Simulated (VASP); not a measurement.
# PbSe in VASP: notebook, part 2 of 2

VASP 6.6.1. The steps go on from the part before.

**3. Single point, PBE**

File INCAR:

```
SYSTEM = PbSe
ALGO = Normal
EDIFF = 1E-6
ENCUT = 520
GGA = PE
ISIF = 2
ISMEAR = -1
LASPH = .TRUE.
LCHARG = .FALSE.
LREAL = .FALSE.
LWAVE = .FALSE.
NBANDS = 28
NELM = 80
PREC = Accurate
SIGMA = 0.05
```

File KPOINTS:

```
k-points
0
G
  6 6 3
  0 0 0
```

File POSCAR:

```
PbSe
1.0
    4.4148899595      0.0000000000      0.0000000000
   -0.0103110241      4.4148779187      0.0000000000
   -2.2022894676     -2.2074389594     12.0007990000
Pb Se
2 2
Direct
    0.8068400000      0.8073040000      0.6184430000
    0.1854540000      0.1998100000      0.3823760000
    0.2873320000      0.3231460000      0.6231940000
    0.6842660000      0.6998950000      0.3779650000
```

Potentials or basis: VASP PAW PBE potentials, release 64 (Pb_d, Se).

Run with:

```console
$ cat potpaw_PBE.64/Pb_d/POTCAR potpaw_PBE.64/Se/POTCAR > POTCAR
$ mpirun -np 1 vasp_std > vasp.out
```

OUTCAR:

```text
SYSTEM = PbSe
   EDIFF = 1E-6
   ENCUT = 520
   GGA = PE
   ISIF = 2
   ISMEAR = -1
   LASPH = .TRUE.
   LREAL = .FALSE.
   NELM = 80
   PREC = Accurate

 ion  position               nearest neighbor table
   1  0.807  0.807  0.618-   4 2.89   3 3.02   3 3.09   3 3.15   3 3.24
   2  0.185  0.200  0.382-   3 2.89   4 3.11   4 3.12   4 3.13   4 3.13
   3  0.287  0.323  0.623-   2 2.89   1 3.02   1 3.09   1 3.15   1 3.24
   4  0.684  0.700  0.378-   1 2.89   2 3.11   2 3.12   2 3.13   2 3.13

  LATTYP: Found a face centered orthorhombic cell.
 ALAT       =     6.2363020000
 B/A-ratio  =     1.0023382447
 C/A-ratio  =     3.8486907786

  Lattice vectors:

 A1 = (  -2.2126004917,   2.2074389593,  12.0007990000)
 A2 = (   2.2022894678,   2.2074389593,  12.0007990000)
 A3 = (  -0.0103110241,   4.4148779187,   0.0000000000)

Analysis of symmetry for initial positions (statically):
=====================================================================
 Subroutine PRICEL returns:
 Original cell was already a primitive cell.

 Routine SETGRP: Setting up the symmetry group for a
 face centered orthorhombic supercell.

 Subroutine GETGRP returns: Found  1 space group operations
 (whereof  1 operations were pure point group operations)
 out of a pool of  8 trial point group operations.

The static configuration has the point symmetry C_1 .

Analysis of symmetry for dynamics (positions and initial velocities):
=====================================================================
 Subroutine PRICEL returns:
 Original cell was already a primitive cell.

 Routine SETGRP: Setting up the symmetry group for a
 face centered orthorhombic supercell.

 Subroutine GETGRP returns: Found  1 space group operations
 (whereof  1 operations were pure point group operations)
 out of a pool of  8 trial point group operations.

The dynamic configuration has the point symmetry C_1 .

 Subroutine INISYM returns: Found  1 space group operations
 (whereof  1 operations are pure point group operations),
 and found     1 'primitive' translations

----------------------------------------------------------------------------------------

                                     Primitive cell

  volume of cell :     233.9100

  direct lattice vectors                    reciprocal lattice vectors
     4.414889959  0.000000000  0.000000000     0.226506212  0.000529009  0.041663893
    -0.010311024  4.414877919  0.000000000     0.000000000  0.226506830  0.041663893
    -2.202289468 -2.207438959 12.000799000     0.000000000  0.000000000  0.083327785

  length of vectors
     4.414889959  4.414889959 12.399275878     0.230306804  0.230306804  0.083327785

  position of ions in fractional coordinates (direct lattice)
     0.806840000  0.807304000  0.618443000
     0.185454000  0.199810000  0.382376000
     0.287332000  0.323146000  0.623194000
     0.684266000  0.699895000  0.377965000

  ion indices of the primitive-cell ions
   primitive index   ion index
                 1           1
                 2           2
                 3           3
                 4           4

----------------------------------------------------------------------------------------

 KPOINTS: k-points

Automatic generation of k-mesh.
 Grid dimensions read from file:
 generate k-points for:    6    6    3

[... 42 lines left out ...]
  0.000000  0.000000  0.000000      1.000000
  0.166667 -0.000000 -0.000000      2.000000
  0.333333 -0.000000  0.000000      2.000000
  0.500000 -0.000000  0.000000      1.000000
  0.000000  0.166667  0.000000      2.000000
  0.166667  0.166667  0.000000      2.000000
[... 16 lines left out ...]
  0.333333 -0.000000  0.333333      2.000000
  0.500000 -0.000000  0.333333      2.000000
 [... further k-points ...]
   k-points           NKPTS =     56   k-points in BZ     NKDIM =     56   number of bands    NBANDS=     28
   number of dos      NEDOS =    301   number of ions     NIONS =      4
   total plane-waves  NPLWV = 124416
   dimension x,y,z NGX =    36 NGY =   36 NGZ =   96
   dimension x,y,z NGXF=    72 NGYF=   72 NGZF=  192
   ions per type =               2   2
   NGX,Y,Z   is equivalent  to a cutoff of  13.56, 13.56, 12.87 a.u.
   NGXF,Y,Z  is equivalent  to a cutoff of  27.11, 27.11, 25.74 a.u.
 SYSTEM =  PbSe
   PREC   = accura    normal or accurate (medium, high low for compatibility)
   ISTART =      0    job   : 0-new  1-cont  2-samecut
   ICHARG =      2    charge: 1-file 2-atom 10-const
   ISPIN  =      1    spin polarized calculation?
   LNONCOLLINEAR =      F non collinear calculations
   LSORBIT =      F    spin-orbit coupling
   LASPH  =      T    aspherical Exc in radial PAW
   ENCUT  =  520.0 eV  38.22 Ry    6.18 a.u.   8.21  8.21 23.05*2*pi/ulx,y,z
   NELM   =     80;   NELMIN=  2; NELMDL= -5     # of ELM steps
   EDIFF  = 0.1E-05   stopping-criterion for ELM
   LREAL  =      F    real-space projection
   EDIFFG = 0.1E-04   stopping-criterion for IOM
   NSW    =      0    number of steps for IOM
   IBRION =     -1    ionic relax: 0-MD 1-quasi-New 2-CG
   NFREE  =      0    steps in history (QN), initial steepest desc. (CG)
   ISIF   =      2    stress and relaxation
   ISYM   =      2    0-nonsym 1-usesym 2-fastsym
   POTIM  = 0.5000    time-step for ionic-motion
   TEBEG  =    0.0;   TEEND  =   0.0 temperature during run
   PSTRESS=    0.0 pullay stress
   NELECT =      40.0000    total number of electrons
   NUPDOWN=      -1.0000    fix difference up-down
   EMIN   =  10.00;   EMAX   =-10.00  energy-range for DOS
   EFERMI =   0.00;   METHOD = LEGACY
   ISMEAR =    -1;   SIGMA  =   0.05  broadening in eV -4-tet -1-fermi 0-gaus
   EFERMI_NEDOS =   21; number of points for ismear=-14 and -15
   IALGO  =     38    algorithm
   IMIX   =      4    mixing-type and parameters
     AMIX     =   0.40;   BMIX     =  1.00
     AMIX_MAG =   1.60;   BMIX_MAG =  1.00
  volume/ion in A,a.u.               =      58.48       394.63
  Fermi-wavevector in a.u.,A,eV,Ry     =   0.908682  1.717160 11.234370  0.825703
  Thomas-Fermi vector in A             =   2.032637
   LORBIT       =      0    0 simple, 1 ext, 2 COOP (PROOUT), +10 PAW based schemes
   GGA     = PE    functional components
   LHFCALC =     F    Hartree Fock is set to
   AEXX    =    0.0000 exact exchange contribution
   IVDW    =     0    specifies the selected vdW correction
   LEPSILON=     F    determine dielectric tensor
   LRPA    =     F    only Hartree local field effects (RPA)
 non-spin polarized calculation
  energy-cutoff  :      520.00
  volume of cell :      233.91
 maximum number of plane-waves:      6320
 NGX is ok and might be reduce to    36
   NGX = 17   NGY = 17   NGZ = 45

 number of electron      40.0000000 magnetization

 Free energy of the ion-electron system (eV)
  ---------------------------------------------------
  ext. energy  EPLUGINS =         0.00000000
  ---------------------------------------------------
  free energy    TOTEN  =       -16.08898279 eV

  energy without entropy =      -16.08898274  energy(sigma->0) =      -16.08898277

 E-fermi :   0.5847     XC(G=0):  -5.6027

 val. band max:       -0.2063349546   @ k =   0.0000   0.5000   0.0000
 cond. band min:       1.3531379038   @ k =   0.0000   0.5000   0.0000
 fundamental gap:      1.5594728585
 Fermi energy:         0.5846723388

 k-point     1 :       0.0000    0.0000    0.0000
  band No.  band energies     occupation
      1     -16.6115      2.00000
      2     -16.5345      2.00000
      3     -16.5265      2.00000
      4     -16.5212      2.00000
      5     -16.5209      2.00000
      6     -16.5131      2.00000
[... 733 lines left out ...]
     27       5.5344      0.00000
     28       6.0867      0.00000

 [... further k-points ...]

------------------------ aborting loop because EDIFF is reached ----------------------------------------

  FORCE on cell =-STRESS in cart. coord.  units (eV):
  Direction    XX          YY          ZZ          XY          YZ          ZX
  --------------------------------------------------------------------------------------
  -------------------------------------------------------------------------------------
  Total       -0.3289630     -0.3358610     -1.2289699      0.0168395      0.0362639      0.1973051
  in kB       -2.2532476     -2.3004955     -8.4178869      0.1153429      0.2483915      1.3514506
  external PRESSURE =      -4.3238767 kB  Pullay stress =       0.0000000 kB

 VOLUME and BASIS-vectors are now :
 -----------------------------------------------------------------------------
  energy-cutoff  :      520.00
  volume of cell :      233.91
      direct lattice vectors                 reciprocal lattice vectors
     4.414889959  0.000000000  0.000000000     0.226506212  0.000529009  0.041663893
    -0.010311024  4.414877919  0.000000000     0.000000000  0.226506830  0.041663893
    -2.202289468 -2.207438959 12.000799000     0.000000000  0.000000000  0.083327785

 POSITION                                       TOTAL-FORCE (eV/Angst)
 -----------------------------------------------------------------------------------
      2.19180      2.19897      7.42181        -0.024770      0.027502     -0.220741
     -0.02540      0.03807      4.58882         0.003248     -0.012467      0.243827
     -0.10725      0.05099      7.47883         0.091283     -0.014461     -0.195316
      2.18135      2.25562      4.53588        -0.069761     -0.000574      0.172230
 -----------------------------------------------------------------------------------
    total drift:                               -0.000387     -0.000350     -0.000325

  FREE ENERGIE OF THE ION-ELECTRON SYSTEM (eV)
  ---------------------------------------------------
  free  energy   TOTEN  =       -16.0889827932 eV

  energy  without entropy=      -16.0889827424  energy(sigma->0) =      -16.08898277
```

OSZICAR:

```text
N       E                     dE             d eps       ncg     rms          rms(c)
DAV:   1     0.390853464924E+03    0.39085E+03   -0.17229E+04  3144   0.125E+03
DAV:   2     0.296701296280E+02   -0.36118E+03   -0.35216E+03  3396   0.335E+02
DAV:   3    -0.148878976025E+02   -0.44558E+02   -0.43816E+02  4100   0.142E+02
DAV:   4    -0.168574219452E+02   -0.19695E+01   -0.19624E+01  3608   0.376E+01
DAV:   5    -0.169309438074E+02   -0.73522E-01   -0.73511E-01  4204   0.724E+00    0.406E+00
DAV:   6    -0.161302501813E+02    0.80069E+00   -0.18375E+00  4372   0.736E+00    0.216E+00
DAV:   7    -0.161042220890E+02    0.26028E-01   -0.37973E-01  3380   0.239E+00    0.127E+00
DAV:   8    -0.160928211446E+02    0.11401E-01   -0.55307E-02  4052   0.184E+00    0.316E-01
DAV:   9    -0.160892897653E+02    0.35314E-02   -0.10035E-02  4212   0.760E-01    0.139E-01
DAV:  10    -0.160866116666E+02    0.26781E-02   -0.32738E-03  3688   0.230E-01    0.484E-02
DAV:  11    -0.160866082173E+02    0.34493E-05   -0.15393E-03  3440   0.135E-01    0.535E-02
DAV:  12    -0.160884289955E+02   -0.18208E-02   -0.51941E-04  3292   0.103E-01    0.305E-02
DAV:  13    -0.160888351444E+02   -0.40615E-03   -0.13491E-04  3432   0.732E-02    0.127E-02
DAV:  14    -0.160889779377E+02   -0.14279E-03   -0.37164E-05  3260   0.441E-02    0.923E-03
DAV:  15    -0.160889795171E+02   -0.15794E-05   -0.24357E-06  3616   0.851E-03    0.263E-03
DAV:  16    -0.160889824856E+02   -0.29685E-05   -0.12188E-06  2632   0.526E-03    0.558E-04
DAV:  17    -0.160889827932E+02   -0.30760E-06   -0.10192E-07  2840   0.261E-03
   1 F= -.16088983E+02 E0= -.16088983E+02  d E =-.507364E-07
```

stdout:

```text
POSCAR found type information on POSCAR PbSe
 POSCAR found :  2 types and       4 ions
 scaLAPACK will be used
 LDA part: xc-table for (Slater+PW92), standard interpolation
 -----------------------------------------------------------------------------
|                                                                             |
|           W    W    AA    RRRRR   N    N  II  N    N   GGGG   !!!           |
|           W    W   A  A   R    R  NN   N  II  NN   N  G    G  !!!           |
|           W    W  A    A  R    R  N N  N  II  N N  N  G       !!!           |
|           W WW W  AAAAAA  RRRRR   N  N N  II  N  N N  G  GGG   !            |
|           WW  WW  A    A  R   R   N   NN  II  N   NN  G    G                |
|           W    W  A    A  R    R  N    N  II  N    N   GGGG   !!!           |
|                                                                             |
|     Your reciprocal lattice and k-lattice belong to different lattice       |
|     classes:                                                                |
|                                                                             |
|        The reciprocal lattice is body-centered orthorhombic,                |
|        whereas your k-lattice is base-centered monoclinic.                  |
|                                                                             |
|     Results are often still useful ...                                      |
|                                                                             |
 -----------------------------------------------------------------------------

 POSCAR, INCAR and KPOINTS ok, starting setup
 FFT: planning ... GRIDC
 FFT: planning ... GRID_SOFT
 FFT: planning ... GRID
 WAVECAR not read
 entering main loop
```

Wall time 2.6 min (1 thread of Intel Xeon 6975P-C (Granite Rapids), shared host); peak memory 0.54 GiB.

What came out:

* Free energy: -16.0890 eV
* Largest force: 0.244 eV/Å
* Band gap on the k mesh: 1.56 eV, direct

Forces in eV/Å, atoms in the order of the input:
```
Pb  -0.025  0.028 -0.221
Pb   0.003 -0.012  0.244
Se   0.091 -0.014 -0.195
Se  -0.070 -0.001  0.172
```

Caveat: spin-orbit coupling is left out, which moves the levels of the heavy elements.
